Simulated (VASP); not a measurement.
# Ta5W3 in VASP: single point with PBE

Aim: the single point of Ta5W3 with PBE.

All numbers are computed with VASP 6.6.1; they aren't measurements. Logs are shortened: lines on timing, memory, paths and dates and some standing lists are left out, and cuts for length are marked.

## (1) The cell of the first run

The typed cell holds 16 atoms: a = 6.538 Å, b = 6.521 Å, c = 6.520 Å, α = 89.90°, β = 90.04°, γ = 89.96°.

## (2) Single point, PBE

Input file INCAR:

```
  PREC = Accurate
  ENCUT = 520
  EDIFF = 1E-7
  ISMEAR = 0
  SIGMA = 0.1
  LREAL = Auto
  LASPH = True
  NELM = 60
  ALGO = Fast
  ISIF = 2
  LWAVE = False
  LCHARG = True
  GGA = PE
  LELF = True
  LVHAR = True
  ISYM = 0
  NBANDS = 111
```

Input file KPOINTS:

```
regular mesh
0
Gamma
  3 3 3
```

Input file POSCAR:

```
Ta5W3
1.0
    6.5383577074      0.0022680301     -0.0022216334
    0.0022292161      6.5205655005      0.0058012249
   -0.0021785625      0.0058070482      6.5196461330
Ta W
10 6
Direct
    0.4982451754      0.0010531157      0.0018837196
    0.0021874535      0.0016620056      0.4976836038
    0.4980153417      0.4970279930      0.0023208997
    0.4982013307      0.0014170121      0.4979296322
    0.2440348821      0.7472283953      0.2475873632
    0.2440370222      0.2517599178      0.7521165882
    0.4982460047      0.4974649427      0.4982926250
    0.7559383981      0.7469386820      0.2477751861
    0.7559388540      0.2515707346      0.7524050498
    0.7557552987      0.7475152174      0.7518251110
    1.0015946040      0.0009804998      0.0014870767
    0.0012694033      0.4974870416      0.0018561598
    0.2444596793      0.2510225750      0.2483217125
    0.7543772151      0.2507219769      0.2486224172
    1.0015989584      0.4978520617      0.4983604769
    0.2454296543      0.7481557902      0.7511944619
```

Potentials or basis: VASP PAW PBE potentials, release 64 (Ta_pv, W_sv).

The run is started by

```sh
cat potpaw_PBE.64/Ta_pv/POTCAR potpaw_PBE.64/W_sv/POTCAR > POTCAR
mpirun -np 1 vasp_std > vasp.out
```

OUTCAR:

```text
PREC = Accurate
   ENCUT = 520
   EDIFF = 1E-7
   ISMEAR = 0
   LREAL = Auto
   LASPH = True
   NELM = 60
   ISIF = 2
   GGA = PE
   ISYM = 0

 ion  position               nearest neighbor table
   1  0.498  0.001  0.002-  13 2.83  14 2.84   5 2.84   6 2.84  16 2.85   8 2.85   9 2.85  10 2.87
                             3 3.23   4 3.23  11 3.25   4 3.29   3 3.29  11 3.29
   2  0.002  0.002  0.498-  13 2.79  14 2.81   5 2.81   6 2.81  16 2.82   9 2.83   8 2.83  10 2.84
                            11 3.24  15 3.24   4 3.24  11 3.28  15 3.29   4 3.30
   3  0.498  0.497  0.002-  13 2.81  14 2.82   5 2.83   6 2.83   9 2.84   8 2.84  16 2.84  10 2.86
                             7 3.23   1 3.23  12 3.25   7 3.29   1 3.29  12 3.29
   4  0.498  0.001  0.498-  13 2.83  14 2.84   6 2.86   5 2.86  16 2.86   8 2.87   9 2.87  10 2.88
                             1 3.23   7 3.23   2 3.24   1 3.29   7 3.29   2 3.30
   5  0.244  0.747  0.248-  12 2.78  11 2.79  15 2.80   2 2.81   3 2.83   1 2.84   7 2.84   4 2.86
                             8 3.19  13 3.24  16 3.24  16 3.28  13 3.29   8 3.35
   6  0.244  0.252  0.752-  12 2.78  15 2.79  11 2.80   2 2.81   3 2.83   7 2.84   1 2.84   4 2.86
                             9 3.19  13 3.24  16 3.24  16 3.28  13 3.28   9 3.35
   7  0.498  0.497  0.498-  13 2.83  14 2.84   6 2.84   5 2.84  16 2.85   9 2.85   8 2.85  10 2.87
                             3 3.23   4 3.23  15 3.25   4 3.29   3 3.29  15 3.29
   8  0.756  0.747  0.248-  12 2.79  15 2.81  11 2.81   2 2.83   3 2.84   1 2.85   7 2.85   4 2.87
                             5 3.19  10 3.23  14 3.24  14 3.28  10 3.29   5 3.35
   9  0.756  0.252  0.752-  12 2.79  11 2.81  15 2.81   2 2.83   3 2.84   7 2.85   1 2.85   4 2.87
                             6 3.19  10 3.23  14 3.24  14 3.28  10 3.29   6 3.35
  10  0.756  0.748  0.752-  12 2.81  15 2.82  11 2.82   2 2.84   3 2.86   7 2.87   1 2.87   4 2.88
                            16 3.20   8 3.23   9 3.23   8 3.29   9 3.29  16 3.34
  11  0.002  0.001  0.001-  13 2.79   5 2.79   6 2.80  14 2.81   9 2.81   8 2.81  16 2.82  10 2.82
                             2 3.24  12 3.24   1 3.25  12 3.28   2 3.28   1 3.29
  12  0.001  0.497  0.002-  13 2.77   6 2.78   5 2.78  14 2.79   8 2.79   9 2.79  10 2.81  16 2.81
                            15 3.24  11 3.24   3 3.25  15 3.28  11 3.28   3 3.29
  13  0.244  0.251  0.248-  12 2.77  15 2.79  11 2.79   2 2.79   3 2.81   1 2.83   7 2.83   4 2.83
                            14 3.20   6 3.24   5 3.24   6 3.28   5 3.29  14 3.33
  14  0.754  0.251  0.249-  12 2.79  11 2.81  15 2.81   2 2.81   3 2.82   7 2.84   1 2.84   4 2.84
                            13 3.20   9 3.24   8 3.24   9 3.28   8 3.28  13 3.33
  15  0.002  0.498  0.498-  13 2.79   6 2.79   5 2.80  14 2.81   8 2.81   9 2.81  16 2.82  10 2.82
                             2 3.24  12 3.24   7 3.25  12 3.28   2 3.29   7 3.29
  16  0.245  0.748  0.751-  12 2.81  11 2.82  15 2.82   2 2.82   3 2.84   7 2.85   1 2.85   4 2.86
                            10 3.20   5 3.24   6 3.24   5 3.28   6 3.28  10 3.34

IMPORTANT INFORMATION: All symmetrisations will be switched off!
NOSYMM: (Re-)initialisation of all symmetry stuff for point group C_1.

----------------------------------------------------------------------------------------

                                     Primitive cell

  volume of cell :     277.9569

  direct lattice vectors                    reciprocal lattice vectors
     6.538357707  0.002268030 -0.002221633     0.152943641 -0.000052333  0.000051153
     0.002229216  6.520565501  0.005801225    -0.000053244  0.153361071 -0.000136616
    -0.002178562  0.005807048  6.519646133     0.000052164 -0.000136480  0.153382697

  length of vectors
     6.538358478  6.520568462  6.519649083     0.152943658  0.153361141  0.153382766

  position of ions in fractional coordinates (direct lattice)
     0.498245175  0.001053116  0.001883720
     0.002187453  0.001662006  0.497683604
     0.498015342  0.497027993  0.002320900
     0.498201331  0.001417012  0.497929632
     0.244034882  0.747228395  0.247587363
     0.244037022  0.251759918  0.752116588
[... 8 lines left out ...]
     0.001598958  0.497852062  0.498360477
     0.245429654  0.748155790  0.751194462

  ion indices of the primitive-cell ions
   primitive index   ion index
                 1           1
                 2           2
                 3           3
                 4           4
                 5           5
                 6           6
[... 8 lines left out ...]
                15          15
                16          16

----------------------------------------------------------------------------------------

 KPOINTS: regular mesh

Automatic generation of k-mesh.
 Grid dimensions read from file:
 generate k-points for:    3    3    3

 Generating k-lattice:

  Cartesian coordinates                     Fractional coordinates (reciprocal lattice)
     0.050981214 -0.000017444  0.000017051     0.333333333  0.000000000  0.000000000
    -0.000017748  0.051120357 -0.000045539     0.000000000  0.333333333  0.000000000
     0.000017388 -0.000045493  0.051127566     0.000000000  0.000000000  0.333333333

  Length of vectors
     0.050981219  0.051120380  0.051127589

  Shift w.r.t. Gamma in fractional coordinates (k-lattice)
     0.000000000  0.000000000  0.000000000

 Subroutine IBZKPT returns following result:
 ===========================================

 Found     14 irreducible k-points:

 Following reciprocal coordinates:
            Coordinates               Weight
  0.000000  0.000000  0.000000      1.000000
  0.333333 -0.000000  0.000000      2.000000
  0.000000  0.333333 -0.000000      2.000000
  0.333333  0.333333  0.000000      2.000000
 -0.333333  0.333333  0.000000      2.000000
 -0.000000 -0.000000  0.333333      2.000000
  0.333333 -0.000000  0.333333      2.000000
 -0.333333 -0.000000  0.333333      2.000000
  0.000000  0.333333  0.333333      2.000000
  0.333333  0.333333  0.333333      2.000000
 -0.333333  0.333333  0.333333      2.000000
 -0.000000 -0.333333  0.333333      2.000000
  0.333333 -0.333333  0.333333      2.000000
 -0.333333 -0.333333  0.333333      2.000000
   k-points           NKPTS =     14   k-points in BZ     NKDIM =     14   number of bands    NBANDS=    111
   number of dos      NEDOS =    301   number of ions     NIONS =     16
   total plane-waves  NPLWV = 115200
   dimension x,y,z NGX =    50 NGY =   48 NGZ =   48
   dimension x,y,z NGXF=   100 NGYF=   96 NGZF=   96
   ions per type =              10   6
   NGX,Y,Z   is equivalent  to a cutoff of  12.71, 12.24, 12.24 a.u.
   NGXF,Y,Z  is equivalent  to a cutoff of  25.43, 24.48, 24.48 a.u.
 SYSTEM =  unknown system
   PREC   = accura    normal or accurate (medium, high low for compatibility)
   ISTART =      0    job   : 0-new  1-cont  2-samecut
   ICHARG =      2    charge: 1-file 2-atom 10-const
   ISPIN  =      1    spin polarized calculation?
   LNONCOLLINEAR =      F non collinear calculations
   LSORBIT =      F    spin-orbit coupling
   LASPH  =      T    aspherical Exc in radial PAW
   ENCUT  =  520.0 eV  38.22 Ry    6.18 a.u.  12.16 12.12 12.12*2*pi/ulx,y,z
   NELM   =     60;   NELMIN=  2; NELMDL= -5     # of ELM steps
   EDIFF  = 0.1E-06   stopping-criterion for ELM
   LREAL  =      T    real-space projection
   EDIFFG = 0.1E-05   stopping-criterion for IOM
   NSW    =      0    number of steps for IOM
   IBRION =     -1    ionic relax: 0-MD 1-quasi-New 2-CG
   NFREE  =      0    steps in history (QN), initial steepest desc. (CG)
   ISIF   =      2    stress and relaxation
   ISYM   =      0    0-nonsym 1-usesym 2-fastsym
   POTIM  = 0.5000    time-step for ionic-motion
   TEBEG  =    0.0;   TEEND  =   0.0 temperature during run
   PSTRESS=    0.0 pullay stress
   NELECT =     194.0000    total number of electrons
   NUPDOWN=      -1.0000    fix difference up-down
   EMIN   =  10.00;   EMAX   =-10.00  energy-range for DOS
   EFERMI =   0.00;   METHOD = LEGACY
   ISMEAR =     0;   SIGMA  =   0.10  broadening in eV -4-tet -1-fermi 0-gaus
   EFERMI_NEDOS =   21; number of points for ismear=-14 and -15
   IALGO  =     68    algorithm
   IMIX   =      4    mixing-type and parameters
     AMIX     =   0.40;   BMIX     =  1.00
     AMIX_MAG =   1.60;   BMIX_MAG =  1.00
  volume/ion in A,a.u.               =      17.37       117.23
  Fermi-wavevector in a.u.,A,eV,Ry     =   1.452166  2.744196 28.691773  2.108786
  Thomas-Fermi vector in A             =   2.569579
   LORBIT       =      0    0 simple, 1 ext, 2 COOP (PROOUT), +10 PAW based schemes
   GGA     = PE    functional components
   LHFCALC =     F    Hartree Fock is set to
   AEXX    =    0.0000 exact exchange contribution
   IVDW    =     0    specifies the selected vdW correction
   LEPSILON=     F    determine dielectric tensor
   LRPA    =     F    only Hartree local field effects (RPA)
 non-spin polarized calculation
 RMM-DIIS sequential band-by-band and
 Gauss-broadening in eV      SIGMA  =   0.10
  energy-cutoff  :      520.00
  volume of cell :      277.96
 maximum number of plane-waves:      7499
 NGX is ok and might be reduce to    50
   NGX = 25   NGY = 25   NGZ = 25

 number of electron     194.0000017 magnetization

 Free energy of the ion-electron system (eV)
  ---------------------------------------------------
  ext. energy  EPLUGINS =         0.00000000
  ---------------------------------------------------
  free energy    TOTEN  =      -196.87371110 eV

  energy without entropy =     -196.82522287  energy(sigma->0) =     -196.84946698

 E-fermi :   7.1744     XC(G=0): -12.9245

 val. band max:        7.0710260924   @ k =   0.3333  -0.0000   0.0000
 cond. band min:       7.1888885464   @ k =   0.0000   0.3333  -0.0000
 fundamental gap:      0.1178624539
 Fermi energy:         7.1744258592

 k-point     1 :       0.0000    0.0000    0.0000
  band No.  band energies     occupation
      1     -66.2274      2.00000
      2     -66.2065      2.00000
      3     -66.1814      2.00000
      4     -66.1737      2.00000
      5     -66.1606      2.00000
      6     -66.1438      2.00000
[... 101 lines left out ...]
    108       8.8279      0.00000
    109       9.9902      0.00000

 k-point     2 :       0.3333   -0.0000    0.0000
  band No.  band energies     occupation
      1     -66.2273      2.00000
      2     -66.2059      2.00000
      3     -66.1826      2.00000
      4     -66.1737      2.00000
      5     -66.1605      2.00000
      6     -66.1435      2.00000
[... 1336 lines left out ...]
 k-point    14 :      -0.3333   -0.3333    0.3333
  band No.  band energies     occupation
      1     -66.2252      2.00000
      2     -66.2086      2.00000
      3     -66.1830      2.00000
      4     -66.1737      2.00000
      5     -66.1594      2.00000
      6     -66.1437      2.00000
[... 101 lines left out ...]
    108       9.8437      0.00000
    109       9.9438      0.00000
 [bands above 109 left out]

------------------------ aborting loop because EDIFF is reached ----------------------------------------

  FORCE on cell =-STRESS in cart. coord.  units (eV):
  Direction    XX          YY          ZZ          XY          YZ          ZX
  --------------------------------------------------------------------------------------
  -------------------------------------------------------------------------------------
  Total        0.7295461      0.1600253      0.2184301      0.0183002     -0.0000230     -0.0236976
  in kB        4.2051919      0.9224054      1.2590576      0.1054843     -0.0001327     -0.1365956
  external PRESSURE =       2.1288850 kB  Pullay stress =       0.0000000 kB

 VOLUME and BASIS-vectors are now :
 -----------------------------------------------------------------------------
  energy-cutoff  :      520.00
  volume of cell :      277.96
      direct lattice vectors                 reciprocal lattice vectors
     6.538357707  0.002268030 -0.002221633     0.152943641 -0.000052333  0.000051153
     0.002229216  6.520565501  0.005801225    -0.000053244  0.153361071 -0.000136616
    -0.002178562  0.005807048  6.519646133     0.000052164 -0.000136480  0.153382697

 POSITION                                       TOTAL-FORCE (eV/Angst)
 -----------------------------------------------------------------------------------
      3.25770      0.00801      0.01118         0.001343     -0.001456      0.000739
      0.01322      0.01373      3.24473        -0.004092     -0.002676      0.002820
      3.25731      3.24205      0.01691         0.002430      0.002451     -0.003296
      3.25634      0.01326      3.24523         0.001173     -0.002797      0.002302
      1.59671      4.87434      1.61797         0.010460      0.002335      0.001477
      1.59452      1.64654      4.90445         0.009815     -0.001303     -0.002053
[... 8 lines left out ...]
      0.01048      3.24917      3.25202        -0.004854      0.006331      0.003180
      1.60474      4.88332      4.90132         0.013663     -0.001636      0.001047
 -----------------------------------------------------------------------------------
    total drift:                               -0.001643      0.001320     -0.001586

  FREE ENERGIE OF THE ION-ELECTRON SYSTEM (eV)
  ---------------------------------------------------
  free  energy   TOTEN  =      -196.8737111028 eV

  energy  without entropy=     -196.8252228662  energy(sigma->0) =     -196.84946698
```

Wall time 21 min (1 thread of Oxide Virtual Turin-like, shared host); peak memory 0.47 GiB.

What came out:

```yaml
Free_energy: -196.8737 eV
Pressure: 0.2 GPa
Largest_force: 0.022 eV/Å
Band_gap_on_the_k_mesh: zero (bands 97 and 98 overlap by 1.63 eV)
```

Forces in eV/Å, atoms in the order of the input:
```
Ta   0.001 -0.001  0.001
Ta  -0.004 -0.003  0.003
Ta   0.002  0.002 -0.003
Ta   0.001 -0.003  0.002
Ta   0.010  0.002  0.001
Ta   0.010 -0.001 -0.002
Ta   0.002 -0.002  0.002
Ta  -0.006  0.004  0.000
Ta  -0.005  0.000 -0.004
Ta  -0.009  0.003 -0.003
W   -0.006 -0.003 -0.006
W   -0.007  0.003 -0.003
W    0.021 -0.003  0.005
W   -0.020 -0.003  0.003
W   -0.005  0.006  0.003
W    0.014 -0.002  0.001
```

Stress tensor (GPa, compression positive):
```
 0.42  0.01 -0.01
 0.01  0.09  0.00
-0.01  0.00  0.13
```

Levels at points of the mesh, in eV from the Fermi level:
```csv
k point,band 96,band 97,band 98,band 99,band 100,band 101
"(0.00, 0.00, 0.00)",0.84,0.98,0.98,1.02,1.07,1.08
```

Caveat: spin-orbit coupling is left out, which moves the levels of the heavy elements.

The gap in the log of VASP goes by the Fermi energy; the results here count the filled bands.